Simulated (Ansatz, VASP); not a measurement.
## One calculation of LiF, two programs

```
CELL_PARAMETERS angstrom
0.00000 2.14461 2.14461
2.14461 0.00000 2.14461
2.14461 2.14461 0.00000
ATOMIC_POSITIONS crystal
Li 0.00000 0.00000 0.00000
F 0.25000 0.25000 0.25000
```

Alike in both runs: task single point; functional PBE-based screened hybrid with a share of 0.15 of exact exchange and HFSCREEN = 0.1; k mesh 4 × 4 × 4; no spin polarisation.

|  | VASP | Ansatz |
| --- | --- | --- |
| version | VASP 6.6.1 | Ansatz 0.2.0 |
| potentials or method | VASP PAW PBE potentials, release 64 (Li_sv, F) | plane waves |
| plane-wave cutoff (eV) | 520 | 420 |
| occupations | gaussian, width 0.01 eV | fixed |
| valence electrons in the cell | 10 | 10 |

Ansatz gave:

| Item | Value |
| --- | --- |
| gap on the k mesh at the Fermi level (eV) | 9.46 |

Question: Estimate VASP's values.

Answer: gap on the k mesh at the Fermi level (eV): 9.45.

VASP's potentials were made for PBE, not for PBE-based screened hybrid. Ansatz's warnings: stress exchange threshold loose, stress scf threshold loose.

The k mesh is coarse, so the values compare programs but aren't converged. Noted on VASP's run: the cutoff is under 1.25 times that of the potentials, so the pressure is a little rough.
